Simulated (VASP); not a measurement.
# KCl (I4/mmm) in VASP: further runs

KCl is run at these levels: PBE; tasks: single point.

Program: VASP 6.6.1. These are calculated values, not measurements. Logs are shortened: lines on timing, memory, paths and dates and some standing lists are left out, and cuts for length are marked.

## Step 1: The cell of the first run

The structure is tetragonal, space group I4/mmm (No. 139). Conventional cell: a = 4.463 Å, b = 4.463 Å, c = 6.375 Å, α = 90.00°, β = 90.00°, γ = 90.00°. K (site symmetry 4/mmm) has 6 Cl at 3.16 to 3.19 Å within 4.2 Å. Cl (site symmetry 4/mmm) has 6 K at 3.16 to 3.19 Å within 4.2 Å.

## Step 2: Single point, PBE (strain +0.0100 x Voigt [0, 0, 1, 0, 0, 0])

Contents of INCAR:

```
ALGO = Normal
EDIFF = 1E-6
ENCUT = 520
GGA = PE
ISIF = 2
ISMEAR = 0
LASPH = True
LCHARG = False
LREAL = False
LWAVE = False
NBANDS = 15
NELM = 60
PREC = Accurate
SIGMA = 0.05
```

Contents of KPOINTS:

```
k-points
0
Gamma
  6 6 6
```

Contents of POSCAR:

```
KCl
1.0
    0.0000000000      3.1561000000      3.1876610000
    3.1561000000      0.0000000000      3.1876610000
    3.1561000000      3.1561000000      0.0000000000
K Cl
1 1
Direct
    0.0000000000      0.0000000000      0.0000000000
    0.5000000000      0.5000000000      0.5000000000
```

Potentials or basis: VASP PAW PBE potentials, release 64 (K_sv, Cl).

Launch:

```sh
> cat potpaw_PBE.64/K_sv/POTCAR potpaw_PBE.64/Cl/POTCAR > POTCAR
> mpirun -np 1 vasp_std > vasp.out
```

OUTCAR:

```text
EDIFF = 1E-6
   ENCUT = 520
   GGA = PE
   ISIF = 2
   ISMEAR = 0
   LASPH = True
   LREAL = False
   NELM = 60
   PREC = Accurate

 ion  position               nearest neighbor table
   1  0.000  0.000  0.000-   2 3.16   2 3.16   2 3.16   2 3.16   2 3.19   2 3.19
   2  0.500  0.500  0.500-   1 3.16   1 3.16   1 3.16   1 3.16   1 3.19   1 3.19

  LATTYP: Found a body centered tetragonal cell.
 ALAT       =     4.4633994242
 C/A-ratio  =     1.4283556980

  Lattice vectors:

 A1 = (  -3.1561000000,   0.0000000000,   3.1876610000)
 A2 = (   3.1561000000,   0.0000000000,   3.1876610000)
 A3 = (   0.0000000000,   3.1561000000,  -3.1876610000)

Analysis of symmetry for initial positions (statically):
=====================================================================
 Subroutine PRICEL returns:
 Original cell was already a primitive cell.

 Routine SETGRP: Setting up the symmetry group for a
 body centered tetragonal supercell.

 Subroutine GETGRP returns: Found 16 space group operations
 (whereof 16 operations were pure point group operations)
 out of a pool of 16 trial point group operations.

The static configuration has the point symmetry D_4h.

Analysis of symmetry for dynamics (positions and initial velocities):
=====================================================================
 Subroutine PRICEL returns:
 Original cell was already a primitive cell.

 Routine SETGRP: Setting up the symmetry group for a
 body centered tetragonal supercell.

 Subroutine GETGRP returns: Found 16 space group operations
 (whereof 16 operations were pure point group operations)
 out of a pool of 16 trial point group operations.

The dynamic configuration has the point symmetry D_4h.

 Subroutine INISYM returns: Found 16 space group operations
 (whereof 16 operations are pure point group operations),
 and found     1 'primitive' translations

----------------------------------------------------------------------------------------

                                     Primitive cell

  volume of cell :      63.5044

  direct lattice vectors                    reciprocal lattice vectors
     0.000000000  3.156100000  3.187661000    -0.158423371  0.158423371  0.156854822
     3.156100000  0.000000000  3.187661000     0.158423371 -0.158423371  0.156854822
     3.156100000  3.156100000  0.000000000     0.158423371  0.158423371 -0.156854822

  length of vectors
     4.485771936  4.485771936  4.463399424     0.273494724  0.273494724  0.273494724

  position of ions in fractional coordinates (direct lattice)
     0.000000000  0.000000000  0.000000000
     0.500000000  0.500000000  0.500000000

  ion indices of the primitive-cell ions
   primitive index   ion index
                 1           1
                 2           2

----------------------------------------------------------------------------------------

 KPOINTS: k-points

Automatic generation of k-mesh.
 Grid dimensions read from file:
 generate k-points for:    6    6    6

 Generating k-lattice:

  Cartesian coordinates                     Fractional coordinates (reciprocal lattice)
    -0.026403895  0.026403895  0.026142470     0.166666667 -0.000000000  0.000000000
     0.026403895 -0.026403895  0.026142470    -0.000000000  0.166666667  0.000000000
     0.026403895  0.026403895 -0.026142470     0.000000000  0.000000000  0.166666667

  Length of vectors
     0.045582454  0.045582454  0.045582454

  Shift w.r.t. Gamma in fractional coordinates (k-lattice)
     0.000000000  0.000000000  0.000000000

 Subroutine IBZKPT returns following result:
 ===========================================

 Found     30 irreducible k-points:

 Following reciprocal coordinates:
            Coordinates               Weight
  0.000000  0.000000  0.000000      1.000000
  0.166667  0.000000  0.000000      8.000000
  0.333333  0.000000  0.000000      8.000000
  0.500000  0.000000  0.000000      4.000000
  0.166667  0.166667  0.000000      2.000000
  0.333333  0.166667  0.000000      8.000000
[... 16 lines left out ...]
  0.333333  0.000000  0.333333      4.000000
  0.500000  0.000000  0.333333     16.000000
 [... further k-points ...]
   k-points           NKPTS =     30   k-points in BZ     NKDIM =     30   number of bands    NBANDS=     15
   number of dos      NEDOS =    301   number of ions     NIONS =      2
   total plane-waves  NPLWV =  46656
   dimension x,y,z NGX =    36 NGY =   36 NGZ =   36
   dimension x,y,z NGXF=    72 NGYF=   72 NGZF=   72
   ions per type =               1   1
   NGX,Y,Z   is equivalent  to a cutoff of  13.34, 13.34, 13.41 a.u.
   NGXF,Y,Z  is equivalent  to a cutoff of  26.68, 26.68, 26.82 a.u.
 SYSTEM =  unknown system
   PREC   = accura    normal or accurate (medium, high low for compatibility)
   ISTART =      0    job   : 0-new  1-cont  2-samecut
   ICHARG =      2    charge: 1-file 2-atom 10-const
   ISPIN  =      1    spin polarized calculation?
   LNONCOLLINEAR =      F non collinear calculations
   LSORBIT =      F    spin-orbit coupling
   LASPH  =      T    aspherical Exc in radial PAW
   ENCUT  =  520.0 eV  38.22 Ry    6.18 a.u.   8.34  8.34  8.30*2*pi/ulx,y,z
   NELM   =     60;   NELMIN=  2; NELMDL= -5     # of ELM steps
   EDIFF  = 0.1E-05   stopping-criterion for ELM
   LREAL  =      F    real-space projection
   EDIFFG = 0.1E-04   stopping-criterion for IOM
   NSW    =      0    number of steps for IOM
   IBRION =     -1    ionic relax: 0-MD 1-quasi-New 2-CG
   NFREE  =      0    steps in history (QN), initial steepest desc. (CG)
   ISIF   =      2    stress and relaxation
   ISYM   =      2    0-nonsym 1-usesym 2-fastsym
   POTIM  = 0.5000    time-step for ionic-motion
   TEBEG  =    0.0;   TEEND  =   0.0 temperature during run
   PSTRESS=    0.0 pullay stress
   NELECT =      16.0000    total number of electrons
   NUPDOWN=      -1.0000    fix difference up-down
   EMIN   =  10.00;   EMAX   =-10.00  energy-range for DOS
   EFERMI =   0.00;   METHOD = LEGACY
   ISMEAR =     0;   SIGMA  =   0.05  broadening in eV -4-tet -1-fermi 0-gaus
   EFERMI_NEDOS =   21; number of points for ismear=-14 and -15
   IALGO  =     38    algorithm
   IMIX   =      4    mixing-type and parameters
     AMIX     =   0.40;   BMIX     =  1.00
     AMIX_MAG =   1.60;   BMIX_MAG =  1.00
  volume/ion in A,a.u.               =      31.75       214.27
  Fermi-wavevector in a.u.,A,eV,Ry     =   1.033984  1.953946 14.546287  1.069122
  Thomas-Fermi vector in A             =   2.168257
   LORBIT       =      0    0 simple, 1 ext, 2 COOP (PROOUT), +10 PAW based schemes
   GGA     = PE    functional components
   LHFCALC =     F    Hartree Fock is set to
   AEXX    =    0.0000 exact exchange contribution
   IVDW    =     0    specifies the selected vdW correction
   LEPSILON=     F    determine dielectric tensor
   LRPA    =     F    only Hartree local field effects (RPA)
 non-spin polarized calculation
 Gauss-broadening in eV      SIGMA  =   0.05
  energy-cutoff  :      520.00
  volume of cell :       63.50
 maximum number of plane-waves:      1740
 NGX is ok and might be reduce to    36
   NGX = 17   NGY = 17   NGZ = 17

 number of electron      15.9999999 magnetization

 Free energy of the ion-electron system (eV)
  ---------------------------------------------------
  ext. energy  EPLUGINS =         0.00000000
  ---------------------------------------------------
  free energy    TOTEN  =        -6.80821812 eV

  energy without entropy =       -6.80821812  energy(sigma->0) =       -6.80821812

 E-fermi :  -1.6282     XC(G=0):  -7.4612

 val. band max:       -1.9151947836   @ k =   0.0000   0.0000   0.0000
 cond. band min:       3.2041531806   @ k =   0.0000   0.0000   0.0000
 fundamental gap:      5.1193479642
 Fermi energy:        -1.6281782954

 k-point     1 :       0.0000    0.0000    0.0000
  band No.  band energies     occupation
      1     -29.1619      2.00000
      2     -14.0137      2.00000
      3     -12.6231      2.00000
      4     -12.6220      2.00000
      5     -12.6220      2.00000
      6      -1.9208      2.00000
      7      -1.9152      2.00000
      8      -1.9152      2.00000
      9       3.2042      0.00000
     10       6.4116      0.00000
     11       6.4730      0.00000
     12       6.4730      0.00000
     13       7.2958      0.00000
     14       7.3416      0.00000
     15      10.9968      0.00000

 k-point     2 :       0.1667    0.0000    0.0000
  band No.  band energies     occupation
      1     -29.1595      2.00000
      2     -14.0635      2.00000
      3     -12.6254      2.00000
      4     -12.6239      2.00000
      5     -12.5599      2.00000
      6      -2.2210      2.00000
      7      -2.0000      2.00000
      8      -1.9972      2.00000
      9       3.8282      0.00000
     10       6.2769      0.00000
     11       6.7722      0.00000
     12       6.8083      0.00000
     13       7.6538      0.00000
     14       7.7044      0.00000
     15      11.8748      0.00000

 k-point     3 :       0.3333    0.0000    0.0000
  band No.  band energies     occupation
      1     -29.1547      2.00000
      2     -14.1524      2.00000
      3     -12.6306      2.00000
      4     -12.6276      2.00000
      5     -12.4449      2.00000
      6      -2.7220      2.00000
      7      -2.1536      2.00000
      8      -2.1528      2.00000
      9       5.0553      0.00000
     10       6.3099      0.00000
     11       7.6912      0.00000
     12       7.7181      0.00000
     13       8.5608      0.00000
     14       8.6258      0.00000
     15      10.8004      0.00000
[... 343 lines left out ...]
 k-point    23 :       0.3333    0.0000    0.3333
  band No.  band energies     occupation
      1     -29.1524      2.00000
      2     -14.0199      2.00000
      3     -12.6626      2.00000
      4     -12.6609      2.00000
      5     -12.6067      2.00000
      6      -2.6056      2.00000
      7      -2.0974      2.00000
      8      -2.0973      2.00000
      9       4.9544      0.00000
     10       5.3649      0.00000
     11       8.0043      0.00000
     12       8.6607      0.00000
     13       8.7924      0.00000
     14       8.8140      0.00000
     15       9.7513      0.00000

 k-point    24 :       0.5000    0.0000    0.3333
  band No.  band energies     occupation
      1     -29.1501      2.00000
      2     -13.9977      2.00000
      3     -12.7097      2.00000
      4     -12.6643      2.00000
      5     -12.6065      2.00000
      6      -2.5695      2.00000
      7      -2.2646      2.00000
      8      -2.1621      2.00000
      9       5.0489      0.00000
     10       6.3572      0.00000
     11       7.9011      0.00000
     12       8.5014      0.00000
     13       8.6343      0.00000
     14       9.3585      0.00000
     15       9.8574      0.00000

 [... further k-points ...]
[... 5 lines left out ...]
  --------------------------------------------------------------------------------------
  -------------------------------------------------------------------------------------
  Total        0.2116139      0.2116139      0.0781245      0.0000000      0.0000000     -0.0000000
  in kB        5.3388915      5.3388915      1.9710338      0.0000000      0.0000000     -0.0000000
  external PRESSURE =       4.2162723 kB  Pullay stress =       0.0000000 kB

 VOLUME and BASIS-vectors are now :
 -----------------------------------------------------------------------------
  energy-cutoff  :      520.00
  volume of cell :       63.50
      direct lattice vectors                 reciprocal lattice vectors
     0.000000000  3.156100000  3.187661000    -0.158423371  0.158423371  0.156854822
     3.156100000  0.000000000  3.187661000     0.158423371 -0.158423371  0.156854822
     3.156100000  3.156100000  0.000000000     0.158423371  0.158423371 -0.156854822

 POSITION                                       TOTAL-FORCE (eV/Angst)
 -----------------------------------------------------------------------------------
      0.00000      0.00000      0.00000         0.000000     -0.000000      0.000000
      3.15610      3.15610      3.18766        -0.000000      0.000000     -0.000000
 -----------------------------------------------------------------------------------
    total drift:                                0.000000      0.000000      0.000000

  FREE ENERGIE OF THE ION-ELECTRON SYSTEM (eV)
  ---------------------------------------------------
  free  energy   TOTEN  =        -6.8082181249 eV

  energy  without entropy=       -6.8082181249  energy(sigma->0) =       -6.80821812
```

It took 67 s on 1 thread of AMD EPYC, shared host; peak memory 0.17 GiB.

What came out:

* Free energy: -6.8082 eV
* Pressure: 0.4 GPa
* Band gap on the k mesh: 5.12 eV, direct

Stress tensor (GPa, compression positive):
```
0.53 0.00 0.00
0.00 0.53 0.00
0.00 0.00 0.20
```

Caveat: the cell differs from its parent crystal (strain +0.0100 x Voigt [0, 0, 1, 0, 0, 0]).

(Part 1 of 2 ends here.)
